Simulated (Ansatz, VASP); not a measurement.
**One calculation of SiB2, two programs**

```
CELL_PARAMETERS angstrom
0.00000 2.44335 2.44335
2.44335 0.00000 2.44335
2.44335 2.44335 0.00000
ATOMIC_POSITIONS crystal
Si 0.00000 0.00000 0.00000
B 0.25000 0.25000 0.25000
B 0.75000 0.75000 0.75000
```

Change from the starting cell: species swapped into the Al2Pd type (Fm-3m, No. 225).

Alike in both runs: functional PBE; k mesh 6 × 6 × 6; occupations gaussian, width 0.1 eV; no spin polarisation.

Ansatz relaxed the structure, and its values are those at the end. VASP's run is a single point on that final structure, the one shown.

|  | VASP | Ansatz |
| --- | --- | --- |
| version | VASP 6.6.1 | Ansatz 0.2.0 |
| potentials or method | VASP PAW PBE potentials, release 64 (Si, B), cutoff 520 eV | scalar-relativistic, plane waves, PAW |
| valence electrons in the cell | 10 | 10 |

VASP gave:

```
gap on the k mesh at the Fermi level (eV) : none
pressure (GPa)                            : -0.1
```

Q: Which values does Ansatz return?

A: gap on the k mesh at the Fermi level (eV): none; pressure (GPa): 0.0.

A gap of «none» marks a metal or a gap that the smearing closes.

The k mesh is coarse, so the values compare programs but aren't converged.
